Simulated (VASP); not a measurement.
# BP (rocksalt type) (Fm-3m) in VASP: a series of runs

Aim: see how the results for BP (rocksalt type) move with the level of theory and the settings. Levels: PBE, PBEsol. Tasks: electric field gradients, density of states.

Program: VASP 6.6.1. These are calculated values, not measurements. Logs are shortened: lines on timing, memory, paths and dates and some standing lists are left out, and cuts for length are marked.

### 1 The cell of the first run

It takes space group Fm-3m (No. 225, cubic). Conventional cell: a = 4.320 Å, b = 4.320 Å, c = 4.320 Å, α = 90.00°, β = 90.00°, γ = 90.00°. B (site symmetry m-3m) has 6 P at 2.16 Å within 2.9 Å. P (site symmetry m-3m) has 6 B at 2.16 Å within 2.9 Å.

### 2 Electric field gradients, PBE

INCAR

```
  PREC = Accurate
  ENCUT = 520
  EDIFF = 1E-8
  ISMEAR = -1
  SIGMA = 0.05
  LREAL = F
  LASPH = T
  NELM = 60
  ALGO = Normal
  ISIF = 2
  LWAVE = F
  LCHARG = F
  GGA = PE
  LEFG = T
  NBANDS = 11
```

KPOINTS

```
regular mesh
0
Gamma
  16 16 16
```

POSCAR

```
BP
1.0
    0.0000000000      2.1597997182      2.1597997182
    2.1597997182      0.0000000000      2.1597997182
    2.1597997182      2.1597997182      0.0000000000
B P
1 1
Direct
    0.0000000000      0.0000000000      0.0000000000
    0.5000000000      0.5000000000      0.5000000000
```

Potentials or basis: VASP PAW PBE potentials, release 64 (B, P).

Run with:

```
cat potpaw_PBE.64/B/POTCAR potpaw_PBE.64/P/POTCAR > POTCAR
mpirun -np 1 vasp_std > vasp.out
```

OUTCAR:

```text
PREC = Accurate
   ENCUT = 520
   EDIFF = 1E-8
   ISMEAR = -1
   LREAL = F
   LASPH = T
   NELM = 60
   ISIF = 2
   GGA = PE

 ion  position               nearest neighbor table
   1  0.000  0.000  0.000-   2 2.16   2 2.16   2 2.16   2 2.16   2 2.16   2 2.16
   2  0.500  0.500  0.500-   1 2.16   1 2.16   1 2.16   1 2.16   1 2.16   1 2.16

  LATTYP: Found a face centered cubic cell.
 ALAT       =     4.3195994364

  Lattice vectors:

 A1 = (   0.0000000000,   2.1597997182,   2.1597997182)
 A2 = (   2.1597997182,   0.0000000000,   2.1597997182)
 A3 = (   2.1597997182,   2.1597997182,   0.0000000000)

Analysis of symmetry for initial positions (statically):
=====================================================================
 Subroutine PRICEL returns:
 Original cell was already a primitive cell.

 Routine SETGRP: Setting up the symmetry group for a
 face centered cubic supercell.

 Subroutine GETGRP returns: Found 48 space group operations
 (whereof 48 operations were pure point group operations)
 out of a pool of 48 trial point group operations.

The static configuration has the point symmetry O_h .

Analysis of symmetry for dynamics (positions and initial velocities):
=====================================================================
 Subroutine PRICEL returns:
 Original cell was already a primitive cell.

 Routine SETGRP: Setting up the symmetry group for a
 face centered cubic supercell.

 Subroutine GETGRP returns: Found 48 space group operations
 (whereof 48 operations were pure point group operations)
 out of a pool of 48 trial point group operations.

The dynamic configuration has the point symmetry O_h .

 Subroutine INISYM returns: Found 48 space group operations
 (whereof 48 operations are pure point group operations),
 and found     1 'primitive' translations

----------------------------------------------------------------------------------------

                                     Primitive cell

  volume of cell :      20.1498

  direct lattice vectors                    reciprocal lattice vectors
     0.000000000  2.159799718  2.159799718    -0.231502947  0.231502947  0.231502947
     2.159799718  0.000000000  2.159799718     0.231502947 -0.231502947  0.231502947
     2.159799718  2.159799718  0.000000000     0.231502947  0.231502947 -0.231502947

  length of vectors
     3.054418053  3.054418053  3.054418053     0.400974867  0.400974867  0.400974867

  position of ions in fractional coordinates (direct lattice)
     0.000000000  0.000000000  0.000000000
     0.500000000  0.500000000  0.500000000

  ion indices of the primitive-cell ions
   primitive index   ion index
                 1           1
                 2           2

----------------------------------------------------------------------------------------

 KPOINTS: regular mesh

Automatic generation of k-mesh.
 Grid dimensions read from file:
 generate k-points for:   16   16   16

 Generating k-lattice:

  Cartesian coordinates                     Fractional coordinates (reciprocal lattice)
    -0.014468934  0.014468934  0.014468934     0.062500000  0.000000000  0.000000000
     0.014468934 -0.014468934  0.014468934     0.000000000  0.062500000  0.000000000
     0.014468934  0.014468934 -0.014468934     0.000000000  0.000000000  0.062500000

  Length of vectors
     0.025060929  0.025060929  0.025060929

  Shift w.r.t. Gamma in fractional coordinates (k-lattice)
     0.000000000  0.000000000  0.000000000

 Subroutine IBZKPT returns following result:
 ===========================================

 Found    145 irreducible k-points:

 Following reciprocal coordinates:
            Coordinates               Weight
  0.000000  0.000000  0.000000      1.000000
  0.062500  0.000000  0.000000      8.000000
  0.125000  0.000000  0.000000      8.000000
  0.187500  0.000000  0.000000      8.000000
  0.250000  0.000000  0.000000      8.000000
  0.312500  0.000000  0.000000      8.000000
[... 16 lines left out ...]
 -0.125000  0.062500  0.000000     24.000000
 -0.062500  0.062500  0.000000     12.000000
 [... further k-points ...]
   k-points           NKPTS =    145   k-points in BZ     NKDIM =    145   number of bands    NBANDS=     11
   number of dos      NEDOS =    301   number of ions     NIONS =      2
   total plane-waves  NPLWV =  13824
   dimension x,y,z NGX =    24 NGY =   24 NGZ =   24
   dimension x,y,z NGXF=    48 NGYF=   48 NGZF=   48
   ions per type =               1   1
   NGX,Y,Z   is equivalent  to a cutoff of  13.06, 13.06, 13.06 a.u.
   NGXF,Y,Z  is equivalent  to a cutoff of  26.13, 26.13, 26.13 a.u.
 SYSTEM =  unknown system
   PREC   = accura    normal or accurate (medium, high low for compatibility)
   ISTART =      0    job   : 0-new  1-cont  2-samecut
   ICHARG =      2    charge: 1-file 2-atom 10-const
   ISPIN  =      1    spin polarized calculation?
   LNONCOLLINEAR =      F non collinear calculations
   LSORBIT =      F    spin-orbit coupling
   LASPH  =      T    aspherical Exc in radial PAW
   ENCUT  =  520.0 eV  38.22 Ry    6.18 a.u.   5.68  5.68  5.68*2*pi/ulx,y,z
   NELM   =     60;   NELMIN=  2; NELMDL= -5     # of ELM steps
   EDIFF  = 0.1E-07   stopping-criterion for ELM
   LREAL  =      F    real-space projection
   EDIFFG = 0.1E-06   stopping-criterion for IOM
   NSW    =      0    number of steps for IOM
   IBRION =     -1    ionic relax: 0-MD 1-quasi-New 2-CG
   NFREE  =      0    steps in history (QN), initial steepest desc. (CG)
   ISIF   =      2    stress and relaxation
   ISYM   =      2    0-nonsym 1-usesym 2-fastsym
   POTIM  = 0.5000    time-step for ionic-motion
   TEBEG  =    0.0;   TEEND  =   0.0 temperature during run
   PSTRESS=    0.0 pullay stress
   NELECT =       8.0000    total number of electrons
   NUPDOWN=      -1.0000    fix difference up-down
   EMIN   =  10.00;   EMAX   =-10.00  energy-range for DOS
   EFERMI =   0.00;   METHOD = LEGACY
   ISMEAR =    -1;   SIGMA  =   0.05  broadening in eV -4-tet -1-fermi 0-gaus
   EFERMI_NEDOS =   21; number of points for ismear=-14 and -15
   IALGO  =     38    algorithm
   IMIX   =      4    mixing-type and parameters
     AMIX     =   0.40;   BMIX     =  1.00
     AMIX_MAG =   1.60;   BMIX_MAG =  1.00
  volume/ion in A,a.u.               =      10.07        67.99
  Fermi-wavevector in a.u.,A,eV,Ry     =   1.203228  2.273772 19.697946  1.447758
  Thomas-Fermi vector in A             =   2.338988
   LORBIT       =      0    0 simple, 1 ext, 2 COOP (PROOUT), +10 PAW based schemes
   GGA     = PE    functional components
   LHFCALC =     F    Hartree Fock is set to
   AEXX    =    0.0000 exact exchange contribution
   IVDW    =     0    specifies the selected vdW correction
   LEPSILON=     F    determine dielectric tensor
   LRPA    =     F    only Hartree local field effects (RPA)
 non-spin polarized calculation
  energy-cutoff  :      520.00
  volume of cell :       20.15
 maximum number of plane-waves:       560
   NGX = 11   NGY = 11   NGZ = 11

 number of electron       7.9999999 magnetization

 Free energy of the ion-electron system (eV)
  ---------------------------------------------------
  ext. energy  EPLUGINS =         0.00000000
  ---------------------------------------------------
  free energy    TOTEN  =       -10.80778849 eV

  energy without entropy =      -10.80255645  energy(sigma->0) =      -10.80517247

 E-fermi :   9.6949     XC(G=0): -11.9420

 val. band max:        9.6929642779   @ k =   0.1250   0.0625   0.0000
 cond. band min:       9.7088130916   @ k =  -0.3750   0.5000   0.1250
 fundamental gap:      0.0158488137
 Fermi energy:         9.6949396302

 k-point     1 :       0.0000    0.0000    0.0000
  band No.  band energies     occupation
      1      -7.2066      2.00000
      2       9.7142      0.80962
      3       9.7142      0.80962
      4       9.7142      0.80962
      5      16.2193      0.00000
      6      17.6279      0.00000
      7      17.6279      0.00000
      8      17.6279      0.00000
      9      18.3263      0.00000
     10      18.3263      0.00000
     11      18.3263      0.00000
[... 309 lines left out ...]
 k-point    24 :      -0.0625    0.0625    0.0000
  band No.  band energies     occupation
      1      -6.9847      2.00000
      2       8.6419      2.00000
      3       9.0925      1.99999
      4       9.9304      0.01785
      5      16.2798      0.00000
      6      16.4343      0.00000
      7      17.4007      0.00000
      8      17.5501      0.00000
      9      17.8654      0.00000
     10      18.5028      0.00000
     11      18.7906      0.00000

 [... further k-points ...]

------------------------ aborting loop because EDIFF is reached ----------------------------------------

  FORCE on cell =-STRESS in cart. coord.  units (eV):
  Direction    XX          YY          ZZ          XY          YZ          ZX
  --------------------------------------------------------------------------------------
  -------------------------------------------------------------------------------------
  Total       -0.0292874     -0.0292874     -0.0292874      0.0000000      0.0000000     -0.0000000
  in kB       -2.3287370     -2.3287370     -2.3287370      0.0000000      0.0000000     -0.0000000
  external PRESSURE =      -2.3287370 kB  Pullay stress =       0.0000000 kB

 VOLUME and BASIS-vectors are now :
 -----------------------------------------------------------------------------
  energy-cutoff  :      520.00
  volume of cell :       20.15
      direct lattice vectors                 reciprocal lattice vectors
     0.000000000  2.159799718  2.159799718    -0.231502947  0.231502947  0.231502947
     2.159799718  0.000000000  2.159799718     0.231502947 -0.231502947  0.231502947
     2.159799718  2.159799718  0.000000000     0.231502947  0.231502947 -0.231502947

 POSITION                                       TOTAL-FORCE (eV/Angst)
 -----------------------------------------------------------------------------------
      0.00000      0.00000      0.00000        -0.000000     -0.000000     -0.000000
      2.15980      2.15980      2.15980         0.000000      0.000000      0.000000
 -----------------------------------------------------------------------------------
    total drift:                                0.000000     -0.000000     -0.000000

  FREE ENERGIE OF THE ION-ELECTRON SYSTEM (eV)
  ---------------------------------------------------
  free  energy   TOTEN  =       -10.8077884853 eV

  energy  without entropy=      -10.8025564541  energy(sigma->0) =      -10.80517247

 Electric field gradients (V/A^2)
---------------------------------------------------------------------
 ion       V_xx      V_yy      V_zz      V_xy      V_xz      V_yz
---------------------------------------------------------------------
   1       0.000    -0.000    -0.000     0.000     0.000     0.000
   2       0.000     0.000    -0.000    -0.000    -0.000    -0.000
---------------------------------------------------------------------

 Electric field gradients after diagonalization (V/A^2)
 (convention: |V_zz| > |V_xx| > |V_yy|)
----------------------------------------------------------------------
 ion       V_xx      V_yy      V_zz     asymmetry (V_yy - V_xx)/ V_zz
----------------------------------------------------------------------
   1      -0.000    -0.000     0.000       0.000
   2       0.000     0.000    -0.000       0.000
----------------------------------------------------------------------

           NMR quadrupolar parameters

 Cq : quadrupolar parameter    Cq=e*Q*V_zz/h
 eta: asymmetry parameters     (V_yy - V_xx)/ V_zz
 Q  : nuclear electric quadrupole moment in mb (millibarn)
----------------------------------------------------------------------
 ion       Cq(MHz)       eta       Q (mb)
----------------------------------------------------------------------
   1       0.000       0.000       1.000
   2      -0.000       0.000       1.000
----------------------------------------------------------------------
```

Wall time 25 s (1 thread of AMD EPYC 7R13 (Zen 3), shared host); peak memory 0.12 GiB.

Results:

```yaml
Free_energy: -10.8078 eV
Pressure: -0.2 GPa
Band_gap_on_the_k_mesh: zero (band 4 reaches 11.03 eV, above the bottom of band 5 at 6.90 eV)
```

Caveat: without QUAD_EFG the Cq values of the log hold for a quadrupole moment of 1 mb, not for the nuclei.

### 3 Electric field gradients, PBEsol

INCAR

```
SYSTEM = BP
PREC = Accurate
ENCUT = 520
EDIFF = 1E-8
ISMEAR = 1
SIGMA = 0.05
LREAL = .False.
LASPH = .True.
NELM = 100
ALGO = Normal
ISIF = 2
LWAVE = .False.
LCHARG = .False.
GGA = PS
LEFG = .True.
NBANDS = 11
```

KPOINTS

```
regular mesh
0
Gamma
  16 16 16
  0 0 0
```

POSCAR is that of step 2.

Potentials or basis: VASP PAW PBE potentials, release 64 (B, P).

Run with:

```
cat potpaw_PBE.64/B/POTCAR potpaw_PBE.64/P/POTCAR > POTCAR
mpirun -np 1 vasp_std > vasp.out
```

OUTCAR:

```text
SYSTEM = BP
   PREC = Accurate
   ENCUT = 520
   EDIFF = 1E-8
   ISMEAR = 1
   LREAL = .False.
   LASPH = .True.
   NELM = 100
   ISIF = 2
   GGA = PS

 ion  position               nearest neighbor table
   1  0.000  0.000  0.000-   2 2.16   2 2.16   2 2.16   2 2.16   2 2.16   2 2.16
   2  0.500  0.500  0.500-   1 2.16   1 2.16   1 2.16   1 2.16   1 2.16   1 2.16

  LATTYP: Found a face centered cubic cell.
 ALAT       =     4.3195994364

  Lattice vectors:

 A1 = (   0.0000000000,   2.1597997182,   2.1597997182)
 A2 = (   2.1597997182,   0.0000000000,   2.1597997182)
 A3 = (   2.1597997182,   2.1597997182,   0.0000000000)

Analysis of symmetry for initial positions (statically):
=====================================================================
 Subroutine PRICEL returns:
 Original cell was already a primitive cell.

 Routine SETGRP: Setting up the symmetry group for a
 face centered cubic supercell.

 Subroutine GETGRP returns: Found 48 space group operations
[... 525 lines left out ...]
     0.000000000  2.159799718  2.159799718    -0.231502947  0.231502947  0.231502947
     2.159799718  0.000000000  2.159799718     0.231502947 -0.231502947  0.231502947
     2.159799718  2.159799718  0.000000000     0.231502947  0.231502947 -0.231502947

 POSITION                                       TOTAL-FORCE (eV/Angst)
 -----------------------------------------------------------------------------------
      0.00000      0.00000      0.00000         0.000000      0.000000      0.000000
      2.15980      2.15980      2.15980         0.000000      0.000000      0.000000
 -----------------------------------------------------------------------------------
    total drift:                                0.000000     -0.000000     -0.000000

  FREE ENERGIE OF THE ION-ELECTRON SYSTEM (eV)
  ---------------------------------------------------
  free  energy   TOTEN  =       -11.7043856190 eV

  energy  without entropy=      -11.7043308004  energy(sigma->0) =      -11.70436735

 Electric field gradients (V/A^2)
---------------------------------------------------------------------
 ion       V_xx      V_yy      V_zz      V_xy      V_xz      V_yz
---------------------------------------------------------------------
   1       0.000    -0.000     0.000     0.000     0.000     0.000
   2      -0.000     0.000     0.000    -0.000    -0.000    -0.000
---------------------------------------------------------------------

 Electric field gradients after diagonalization (V/A^2)
 (convention: |V_zz| > |V_xx| > |V_yy|)
----------------------------------------------------------------------
 ion       V_xx      V_yy      V_zz     asymmetry (V_yy - V_xx)/ V_zz
----------------------------------------------------------------------
   1      -0.000    -0.000     0.000       0.000
   2       0.000     0.000    -0.000       0.000
----------------------------------------------------------------------

           NMR quadrupolar parameters

 Cq : quadrupolar parameter    Cq=e*Q*V_zz/h
 eta: asymmetry parameters     (V_yy - V_xx)/ V_zz
 Q  : nuclear electric quadrupole moment in mb (millibarn)
----------------------------------------------------------------------
 ion       Cq(MHz)       eta       Q (mb)
----------------------------------------------------------------------
   1       0.000       0.000       1.000
   2      -0.000       0.000       1.000
----------------------------------------------------------------------
```

OSZICAR:

```text
N       E                     dE             d eps       ncg     rms          rms(c)
DAV:   1     0.759669488650E+01    0.75967E+01   -0.41082E+03  3198   0.669E+02
DAV:   2    -0.114080081472E+02   -0.19005E+02   -0.18251E+02  4162   0.104E+02
DAV:   3    -0.119017372862E+02   -0.49373E+00   -0.48896E+00  3955   0.142E+01
DAV:   4    -0.119031361717E+02   -0.13989E-02   -0.13981E-02  3726   0.870E-01
DAV:   5    -0.119031399313E+02   -0.37596E-05   -0.37612E-05  3822   0.435E-02    0.611E+00
DAV:   6    -0.117139481155E+02    0.18919E+00   -0.60284E-01  3487   0.301E+00    0.330E+00
DAV:   7    -0.117055629952E+02    0.83851E-02   -0.58353E-02  3915   0.126E+00    0.120E+00
DAV:   8    -0.117043892356E+02    0.11738E-02   -0.22273E-03  3515   0.268E-01    0.154E-01
DAV:   9    -0.117043835020E+02    0.57336E-05   -0.11533E-04  3758   0.653E-02    0.412E-02
DAV:  10    -0.117043857906E+02   -0.22886E-05   -0.61411E-06  3709   0.165E-02    0.969E-03
DAV:  11    -0.117043855793E+02    0.21128E-06   -0.16060E-06  3715   0.528E-03    0.804E-04
DAV:  12    -0.117043856204E+02   -0.41063E-07   -0.61961E-08  3500   0.167E-03    0.282E-04
DAV:  13    -0.117043856190E+02    0.14185E-08   -0.76262E-10  1868   0.190E-04
   1 F= -.11704386E+02 E0= -.11704367E+02  d E =-.548186E-04
```

Wall time 26 s (1 thread of AMD EPYC 7R13 (Zen 3), shared host); peak memory 0.12 GiB.

What came out:

```
Free energy            : -11.7044 eV
Pressure               : -3.5 GPa
Band gap on the k mesh : zero (band 4 reaches 11.01 eV, above the bottom of band 5 at 6.91 eV)
```

Levels at points of the mesh, in eV from the Fermi level:
```
           k point  band 2  band 3  band 4  band 5  band 6  band 7
(0.00, 0.00, 0.00)    0.04    0.04    0.04    6.58    7.90    7.90
(0.50, 0.00, 0.00)  -10.61    0.68    0.68    1.17    1.17    5.07
(0.50, 0.50, 0.00)   -9.04   -4.24   -4.24   -2.75    2.53   12.04
```

Caveat: without QUAD_EFG the Cq values of the log hold for a quadrupole moment of 1 mb, not for the nuclei; the PAW data sets were made with another functional, which shifts forces and pressure a little.

(Part 1 of 2 ends here.)
